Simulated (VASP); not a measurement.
Write the native input for VASP 6.6.1 that does the following.

```
Task                   : single point
Functional             : PBEsol
Potentials or basis    : VASP PAW PBE potentials, release 64 (Pd, Au)
Cutoff                 : 520 eV
k mesh                 : 5 × 5 × 5
Occupations            : methfessel-paxton, width 0.1 eV
Spin                   : no spin polarisation
Dipole correction      : no
Further INCAR settings : ALGO = Normal; EDIFF = 1e-06; NBANDS = 30
```

The structure of PdAu3 lies in POSCAR:

```
PdAu3
1.0
    4.0710830000      0.0000000000      0.0000000000
    0.0000000000      4.0710830000      0.0000000000
    0.0000000000      0.0000000000      4.0710830000
Pd Au
1 3
Direct
    0.0000000000      0.0000000000      0.0000000000
    0.0000000000      0.5000000000      0.5000000000
    0.5000000000      0.0000000000      0.5000000000
    0.5000000000      0.5000000000      0.0000000000
```

These files were run (other wordings do the same):

INCAR

```
SYSTEM = PdAu3
  PREC = Accurate
  ENCUT = 520
  EDIFF = 1E-6
  ISMEAR = 1
  SIGMA = 0.1
  LREAL = .False.
  LASPH = .True.
  NELM = 80
  ALGO = Normal
  ISIF = 2
  LWAVE = .False.
  LCHARG = .False.
  GGA = PS
  NBANDS = 30
```

KPOINTS

```
Automatic mesh
0
Gamma
  5 5 5
  0 0 0
```

Potentials or basis: VASP PAW PBE potentials, release 64 (Pd, Au).

Run with:

```console
$ cat potpaw_PBE.64/Pd/POTCAR potpaw_PBE.64/Au/POTCAR > POTCAR
$ mpirun -np 1 vasp_std > vasp.out
```

It gave:

- Pressure: -5.9 GPa

Caveat: the PAW data sets were made with another functional, which shifts forces and pressure a little.

Run time: 15 s on 1 thread of Intel(R) Xeon(R) 6975P-C (Granite Rapids), with other jobs on the host, peak memory 0.17 GiB.
